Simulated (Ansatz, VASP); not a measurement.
# ZnO: VASP beside Ansatz

File INCAR:

```
PREC = Accurate
ENCUT = 520
EDIFF = 1E-6
ISMEAR = 0
SIGMA = 0.01
LREAL = False
LASPH = True
NELM = 60
ALGO = Normal
ISIF = 2
LWAVE = False
LCHARG = False
GGA = PS
NBANDS = 26
```

File KPOINTS:

```
regular mesh
0
Gamma
  8 8 4
```

File POSCAR:

```
ZnO
1.0
    3.2300695972      0.0000000000      0.0000000000
   -1.6150347986      2.7973223271      0.0000000000
    0.0000000000      0.0000000000      5.2141134371
Zn O
2 2
Direct
    0.3333333333      0.6666666667      0.5000305594
    0.6666666667      0.3333333333      0.0000305594
    0.6666666667      0.3333333333      0.3789794406
    0.3333333333      0.6666666667      0.8789794406
```

Input for Ansatz:

```yaml
crystal:
  lattice:
    - [3.23006959715, 0.0, 0.0]
    - [-1.61503479858, 2.79732232712, 0.0]
    - [0.0, 0.0, 5.2141134371]
  atoms:
    - { symbol: Zn, position: [0.333333333333, 0.666666666667, 0.500030559383] }
    - { symbol: Zn, position: [0.666666666667, 0.333333333333, 3.0559383e-05] }
    - { symbol: O, position: [0.666666666667, 0.333333333333, 0.378979440617] }
    - { symbol: O, position: [0.333333333333, 0.666666666667, 0.878979440617] }
kpoints:
  mp_grid: { grid: [8, 8, 4] }
scf:
  occupations: { method: fixed }
hamiltonian:
  xc: pbesol
  pseudopotentials: { kind: paw }
output:
  forces: true
  stress: true
  eigenvalues: true
  eigenstates:
    nscf_kmesh: { grid: [12, 12, 6] }
    de_dk: true
    e_range: [-9, 10.70421693407]
  optics:
    e_range: [0, 30]
    de: 0.2
    sigma: 0.2
    bands: { spectra_wanted_up_to: 30 }
    nscf_kmesh: { grid: [12, 12, 6] }
checkpoint:
  write: ck
  write_wavefunctions: false
```

Alike in both runs: task single point; functional PBEsol; k mesh 8 × 8 × 4; no spin polarisation.

```csv
,VASP,Ansatz
version,VASP 6.6.1,Ansatz 0.2.0
potentials or method,"VASP PAW PBE potentials, release 64 (Zn, O)","PAW with Ansatz's default frozen-core files, scalar-relativistic"
plane-wave cutoff (eV),520,420
occupations,"gaussian, width 0.01 eV",fixed
valence electrons in the cell,36,36
```

Ansatz gave:

* gap on the k mesh at the Fermi level (eV): 0.70
* pressure (GPa): 0.0

Question: What did VASP give for the same quantities?

Answer: gap on the k mesh at the Fermi level (eV): 0.69; pressure (GPa): 0.7.

VASP's potentials were made for PBE, not for PBEsol.
